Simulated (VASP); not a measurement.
Runs of VASP 6.6.1 on GaAs. The structure is that of space group F-43m (No. 216), or close to it. The cells are those of the table. 

```csv
cell,gap on the mesh (eV),pressure (GPa)
"a = 4.079, b = 4.079, c = 3.998 Å, angles 60.7, 60.7, 58.7°, 2 atoms",0.14,(a)
"a = 4.038, b = 4.038, c = 3.998 Å, angles 60.3, 60.3, 59.3°, 2 atoms",0.33,2.0
"a = 4.058, b = 4.058, c = 3.998 Å, angles 60.5, 60.5, 59.0°, 2 atoms",0.24,1.3
"a = 3.978, b = 3.978, c = 3.998 Å, angles 59.8, 59.8, 60.3°, 2 atoms",0.56,4.2
"a = 4.068, b = 4.068, c = 3.998 Å, angles 60.6, 60.6, 58.9°, 2 atoms",0.19,1.0
"a = 3.958, b = 3.958, c = 3.998 Å, angles 59.7, 59.7, 60.7°, 2 atoms",0.60,5.1
"a = 3.938, b = 3.938, c = 3.998 Å, angles 59.5, 59.5, 61.0°, 2 atoms",(c),6.0
"a = 4.018, b = 4.018, c = 3.998 Å, angles 60.2, 60.2, 59.7°, 2 atoms",(b),2.7
```

Alike in all rows: task single point; level PBE; potentials or basis VASP PAW PBE potentials, release 64 (Ga_d, As); no spin polarisation; k mesh 10 × 10 × 10; cutoff (eV) 520; smearing gaussian 0.05 eV.

Fill in the values left out.

(a) 0.7; (b) 0.43; (c) 0.63.

A k mesh can miss the band edges, and the runs leave out spin-orbit coupling on As, Ga.
